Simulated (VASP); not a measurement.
Wanted: the native input for a VASP 6.6.1 run.

```yaml
Task: relaxation of the atoms
Functional: PBE
Dispersion: D3(BJ)
Potentials_or_basis: VASP PAW PBE potentials, release 64 (Si)
Cutoff: 520 eV
k_mesh: 2 × 2 × 2
Occupations: gaussian, width 0.05 eV
Spin: no spin polarisation
Dipole_correction: no
Further_INCAR_settings: LREAL = Auto; ALGO = Normal; EDIFF = 1e-07; IBRION = 2; EDIFFG = -0.03; NSW = 80
```

The structure of Si (a cell with a defect) lies in POSCAR:

```
Si
1.0
    0.0000000000      5.4300000000      5.4300000000
    5.4300000000      0.0000000000      5.4300000000
    5.4300000000      5.4300000000      0.0000000000
Si
17
Direct
    0.0000000000      0.0000000000      0.0000000000
    0.1250000000      0.1250000000      0.1250000000
    0.0000000000      0.0000000000      0.5000000000
    0.1250000000      0.1250000000      0.6250000000
    0.0000000000      0.5000000000      0.0000000000
    0.1250000000      0.6250000000      0.1250000000
    0.0000000000      0.5000000000      0.5000000000
    0.1250000000      0.6250000000      0.6250000000
    0.5000000000      0.0000000000      0.0000000000
    0.6250000000      0.1250000000      0.1250000000
    0.5000000000      0.0000000000      0.5000000000
    0.6250000000      0.1250000000      0.6250000000
    0.5000000000      0.5000000000      0.0000000000
    0.6250000000      0.6250000000      0.1250000000
    0.5000000000      0.5000000000      0.5000000000
    0.6250000000      0.6250000000      0.6250000000
    0.0610820000      0.3153847000      0.8070978000
```

These files were run (other wordings do the same):

INCAR

```
SYSTEM = Si
ALGO = Normal
EDIFF = 1E-7
EDIFFG = -0.03
ENCUT = 520
GGA = PE
IBRION = 2
ISIF = 2
ISMEAR = 0
IVDW = 12
LASPH = .TRUE.
LCHARG = .FALSE.
LREAL = Auto
LWAVE = .FALSE.
NELM = 100
NSW = 80
PREC = Accurate
SIGMA = 0.05
```

KPOINTS

```
k-points
0
G
  2 2 2
  0 0 0
```

Potentials or basis: VASP PAW PBE potentials, release 64 (Si).

The run is started by

```bash
$ cat potpaw_PBE.64/Si/POTCAR > POTCAR
$ mpirun -np 1 vasp_std > vasp.out
```

It gave:

| Quantity | Value |
| --- | --- |
| Energy gained by relaxing | 56.5 meV/atom |
| Ionic steps | 18 |
| Pressure after relaxing | 1.9 GPa |
| Largest force after relaxing | 0.017 eV/Å |
| Band gap on the k mesh | 0.01 eV |
| Dispersion energy per atom | -0.332 eV |

Caveat: the k points lie up to 0.50 Å⁻¹ apart; the smearing spreads over this small gap.

Run time: 29 min on 1 thread of Intel(R) Xeon(R) Platinum 8488C (Sapphire Rapids), with other jobs on the host, peak memory 0.52 GiB.
